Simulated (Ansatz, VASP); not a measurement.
# TaN: VASP beside Ansatz

```
CELL_PARAMETERS angstrom
0.00000 2.12221 2.25348
2.12221 0.00000 2.25348
2.12221 2.12221 0.00000
ATOMIC_POSITIONS crystal
Ta 0.50000 0.50000 0.50000
N 0.00000 0.00000 0.00000
```

Change from the starting cell: strain -0.030 along x and y, +0.030 along z, atoms carried along.

Alike in both runs: task single point; functional PBEsol; k mesh 24 × 24 × 24; occupations gaussian, width 0.15 eV; no spin polarisation.

|  | VASP | Ansatz |
| --- | --- | --- |
| version | VASP 6.6.1 | Ansatz 0.2.0 |
| potentials or method | VASP PAW PBE potentials, release 64 (Ta_pv, N), cutoff 520 eV | scalar-relativistic, plane waves, PAW |
| valence electrons in the cell | 16 | 18 |

Ansatz gave:

| Item | Value |
| --- | --- |
| gap on the k mesh at the Fermi level (eV) | none |
| pressure (GPa) | 15.4 |
| traceless stress, the component that is largest in VASP (GPa) | -23.90 |

**Question.** What did VASP give for the same quantities?

**Answer.** gap on the k mesh at the Fermi level (eV): none; pressure (GPa): 16.6; traceless stress, the component that is largest in VASP (GPa): -24.12.

VASP's potentials were made for PBE, not for PBEsol. A gap of «none» marks a metal or a gap that the smearing closes. With one functional, cell and mesh, what is left measures potentials, basis and numerics. VASP's potentials hold 16 valence electrons a cell and Ansatz's 18, so a difference there can come from the potentials and not from the codes.

Spin-orbit coupling is off throughout.
